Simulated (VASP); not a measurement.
Write the native input for VASP 6.6.1 that does the following.

```yaml
Task: single point
Functional: r2SCAN
Potentials_or_basis: VASP PAW PBE potentials, release 64 (C)
Cutoff: 520 eV
k_mesh: 14 × 14 × 14
Occupations: gaussian, width 0.05 eV
Spin: no spin polarisation
Dipole_correction: no
Further_INCAR_settings: ALGO = Normal; EDIFF = 1e-06; NBANDS = 11
```

The system is C.

```
C
1.0
     0.00000    2.12700    3.39822
     1.22800    0.00000    3.39822
     1.22800    2.12700    0.00000
C
2
Direct
  0.16667 0.83333 0.16667
  0.83333 0.16667 0.83333
```

This cell differs from its parent crystal: strain +0.000 along x and y, +0.015 along z.

The input as run:

POSCAR

```
C
1.0
    0.0000000000      2.1270000000      3.3982200000
    1.2280000000      0.0000000000      3.3982200000
    1.2280000000      2.1270000000      0.0000000000
C
2
Direct
    0.1666700000      0.8333300000      0.1666700000
    0.8333300000      0.1666700000      0.8333300000
```

INCAR.step1

```
PREC = Accurate
ENCUT = 520
ISMEAR = 0
SIGMA = 0.05
LREAL = False
LASPH = True
NELM = 80
NBANDS = 11
GGA = PE
ALGO = Normal
EDIFF = 1E-4
LWAVE = True
LCHARG = False
```

INCAR.step2

```
PREC = Accurate
ENCUT = 520
EDIFF = 1E-6
ISMEAR = 0
SIGMA = 0.05
LREAL = False
LASPH = True
NELM = 80
ALGO = Normal
ISIF = 2
LWAVE = False
LCHARG = False
METAGGA = R2SCAN
LMIXTAU = True
NBANDS = 11
ISTART = 1
```

KPOINTS

```
Automatic mesh
0
Gamma
  14 14 14
```

Potentials or basis: VASP PAW PBE potentials, release 64 (C).

Run with:

```sh
$ cat potpaw_PBE.64/C/POTCAR > POTCAR
$ cp INCAR.step1 INCAR
$ mpirun -np 1 vasp_std > vasp.out
$ cp INCAR.step2 INCAR
$ mpirun -np 1 vasp_std > vasp.out
```

Results of the run:

```yaml
Pressure: 1.0 GPa
Largest_force: 0.025 eV/Å
```

Caveat: the cell differs from its parent crystal (strain +0.000 along x and y, +0.015 along z); the PAW data sets were made with another functional, which shifts forces and pressure a little.

Wall time 8.5 min on 1 thread of Intel Xeon 8259CL, with other jobs on the host, peak memory 0.19 GiB.
